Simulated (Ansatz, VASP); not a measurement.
Ti: VASP beside Ansatz

INCAR

```
SYSTEM = Ti
PREC = Accurate
ENCUT = 500
EDIFF = 1E-7
ISMEAR = -1
SIGMA = 0.05
LREAL = .False.
LASPH = .True.
NELM = 120
ALGO = Normal
ISIF = 3
LWAVE = .False.
LCHARG = .False.
GGA = RE
IVDW = 12
IBRION = 2
NSW = 80
EDIFFG = -0.005
GGA_COMPAT = .False.
NELMIN = 4
```

Contents of KPOINTS:

```
Automatic mesh
0
Gamma
  10 10 6
  0 0 0
```

File POSCAR:

```
Ti
1.0
    2.9500000000      0.0000000000      0.0000000000
   -1.4750000000      2.5547749412      0.0000000000
    0.0000000000      0.0000000000      4.6800000000
Ti
2
Direct
    0.6666666667      0.3333333333      0.7500000000
    0.3333333333      0.6666666667      0.2500000000
```

The input input.yaml:

```yaml
crystal:
  lattice:
    - [2.95, 0.0, 0.0]
    - [-1.475, 2.5547749412, 0.0]
    - [0.0, 0.0, 4.68]
  atoms:
    - { symbol: Ti, position: [0.6666666667, 0.3333333333, 0.75] }
    - { symbol: Ti, position: [0.3333333333, 0.6666666667, 0.25] }
kpoints:
  mp_grid: { grid: [10, 10, 6] }
scf:
  occupations: { method: fermi_dirac, width: 0.05 }
hamiltonian:
  xc: revpbe
  dispersion: d3bj
  pseudopotentials: { kind: all_electron, lapw: { basis_error: 0.001 } }
output:
  forces: true
  stress: true
relax:
  f_tol: 0.005
  max_steps: 60
  cell: {}
```

Alike in both runs: task relaxation of cell and atoms; functional revPBE; dispersion D3(BJ); k mesh 10 × 10 × 6; occupations fermi-dirac, width 0.05 eV; no spin polarisation.

```csv
,VASP,Ansatz
version,VASP 6.6.1,Ansatz 0.2.0
potentials or method,"VASP PAW PBE potentials, release 64 (Ti_sv), cutoff 500 eV","all-electron LAPW, scalar-relativistic"
```

|  | VASP | Ansatz | Ansatz less VASP |
| --- | --- | --- | --- |
| relaxed volume (Å³/atom) | 16.02 | 16.07 | +0.051 |
| relaxed cell length with the largest relative difference (Å) | 4.519 | 4.525 | +0.0058 |

VASP's potentials were made for PBE, not for revPBE. Ansatz ran all-electron here, and VASP with PAW potentials.
